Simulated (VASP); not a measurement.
Ta, 4 atoms in the cell. The structure is monoclinic, space group C2/m (No. 12). The conventional cell has a = 4.671 Å, b = 3.303 Å, c = 9.470 Å, α = 90.00°, β = 99.46°, γ = 90.00°. Within 3.4 Å of Ta (site symmetry m) lie 13 Ta at 2.46 to 3.30 Å. Ta (site symmetry m) has 14 Ta at 2.86 to 3.30 Å within 3.8 Å.  This cell differs from its parent crystal: the part above a cut slid along it.

| Quantity | Value |
| --- | --- |
| Program | VASP 6.6.1 |
| Task | single point |
| Functional | PBEsol |
| Potentials or basis | VASP PAW PBE potentials, release 64 (Ta_pv) |
| Cutoff | 520 eV |
| k mesh | 17 × 17 × 5 |
| Occupations | gaussian, width 0.15 eV |
| Spin | no spin polarisation |
| Dipole correction | no |
| Further INCAR settings | ALGO = Fast; EDIFF = 1e-06; NBANDS = 30 |

Potentials or basis: VASP PAW PBE potentials, release 64 (Ta_pv).

Command:

```console
$ cat potpaw_PBE.64/Ta_pv/POTCAR > POTCAR
$ mpirun -np 1 vasp_std > vasp.out
```

Hardware: 1 thread of Intel(R) Xeon(R) Platinum 8375C CPU @ 2.90GHz (Ice Lake) (shared host).

Problem. Estimate the wall time of this run.

Solution. Run time: 12 min on 1 thread of Intel(R) Xeon(R) Platinum 8375C CPU @ 2.90GHz (Ice Lake), on a shared host, peak memory 0.65 GiB. Counts: scf iterations 14, k points 387.
